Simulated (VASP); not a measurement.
Wanted: the native input for a VASP 6.6.1 run.

```yaml
Task: single point
Functional: PBE
Dispersion: D3(BJ)
Potentials_or_basis: VASP PAW PBE potentials, release 64 (F, Li_sv)
Cutoff: 520 eV
k_mesh: 3 × 3 × 1
Occupations: gaussian, width 0.05 eV
Spin: no spin polarisation
Dipole_correction: yes
Further_INCAR_settings: LREAL = Auto; ALGO = Normal; EDIFF = 1e-06; NBANDS = 78
```

The structure of LiF lies in POSCAR:

```
LiF
1.0
    5.6574267962      0.0000000000      0.0000000000
   -2.8287133981      4.8994753256      0.0000000000
    0.0000000000      0.0000000000     21.7740870450
F Li
12 12
Direct
    0.1666666667      0.3333333333      0.3674092045
    0.1666666667      0.8333333333      0.3674092045
    0.6666666667      0.3333333333      0.3674092045
    0.6666666667      0.8333333333      0.3674092045
    0.5000000000      0.5000000000      0.4734818409
    0.5000000000      0.0000000000      0.4734818409
    0.0000000000      0.5000000000      0.4734818409
    0.0000000000      0.0000000000      0.4734818409
    0.8333333333      0.6666666667      0.5843745855
    0.8333333333      0.1666666667      0.5843745855
    0.3333333333      0.6666666667      0.5843745855
    0.3333333333      0.1666666667      0.5843745855
    0.3333333333      0.1666666667      0.4204455227
    0.3333333333      0.6666666667      0.4204455227
    0.8333333333      0.1666666667      0.4204455227
    0.8333333333      0.6666666667      0.4204455227
    0.6666666667      0.3333333333      0.5137234825
    0.6666666667      0.8333333333      0.5137234825
    0.1666666667      0.3333333333      0.5137234825
    0.1666666667      0.8333333333      0.5137234825
    0.0000000000      0.5000000000      0.6234736651
    0.0000000000      0.0000000000      0.6234736651
    0.5000000000      0.5000000000      0.6234736651
    0.5000000000      0.0000000000      0.6234736651
```

These files were run (other wordings do the same):

INCAR

```
SYSTEM = LiF
  PREC = Accurate
  ENCUT = 520
  EDIFF = 1E-6
  ISMEAR = 0
  SIGMA = 0.05
  LREAL = Auto
  LASPH = .TRUE.
  NELM = 80
  ALGO = Normal
  ISIF = 2
  LWAVE = .FALSE.
  LCHARG = .FALSE.
  LDIPOL = .TRUE.
  IDIPOL = 3
  DIPOL = 0.5 0.5 0.497
  GGA = PE
  IVDW = 12
  NBANDS = 78
```

KPOINTS

```
Automatic mesh
0
G
  3 3 1
  0 0 0
```

Potentials or basis: VASP PAW PBE potentials, release 64 (F, Li_sv).

Launch:

```sh
$ cat potpaw_PBE.64/F/POTCAR potpaw_PBE.64/Li_sv/POTCAR > POTCAR
$ mpirun -np 1 vasp_std > vasp.out
```

Results of the run:

| Item | Value |
| --- | --- |
| Largest force | 2.625 eV/Å |
| Band gap on the k mesh | zero (bands 60 and 61 overlap by 0.11 eV) |
| Dispersion energy per atom | -0.130 eV |

Caveat: the k points lie up to 0.43 Å⁻¹ apart.

It took 11 min on 1 thread of Oxide Virtual Turin-like Processor, with other jobs on the host, peak memory 0.56 GiB.
